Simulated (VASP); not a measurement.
Here is a VASP 6.6.1 calculation.

INCAR

```
SYSTEM = HfB2
  PREC = Accurate
  ENCUT = 520
  EDIFF = 1E-8
  ISMEAR = -1
  SIGMA = 0.05
  LREAL = .FALSE.
  LASPH = .TRUE.
  NELM = 60
  ALGO = Normal
  ISIF = 2
  LWAVE = .FALSE.
  LCHARG = .FALSE.
  GGA = PS
  LEFG = .TRUE.
  NBANDS = 15
```

File KPOINTS:

```
regular mesh
0
G
  13 13 11
  0 0 0
```

File POSCAR:

```
HfB2
1.0
    3.2015843649      0.0000000000      0.0000000000
   -1.6007921825      2.7726533923      0.0000000000
    0.0000000000      0.0000000000      3.5482526220
Hf B
1 2
Direct
    0.0000000000      0.0000000000      0.0000000000
    0.3333333333      0.6666666667      0.5000000000
    0.6666666667      0.3333333333      0.5000000000
```

Potentials or basis: VASP PAW PBE potentials, release 64 (Hf_pv, B).

The run is started by

```bash
$ cat potpaw_PBE.64/Hf_pv/POTCAR potpaw_PBE.64/B/POTCAR > POTCAR
$ mpirun -np 1 vasp_std > vasp.out
```

(1) Predict the pressure.

(2) Predict the band gap on the k mesh.

## Answers

(1) -17.4 GPa.

(2) zero (bands 8 and 9 overlap by 0.95 eV).

Caveat: the cell stands under tension; without QUAD_EFG the Cq values of the log hold for a quadrupole moment of 1 mb, not for the nuclei; the PAW data sets were made with another functional, which shifts forces and pressure a little; spin-orbit coupling is left out, which moves the levels of the heavy elements.
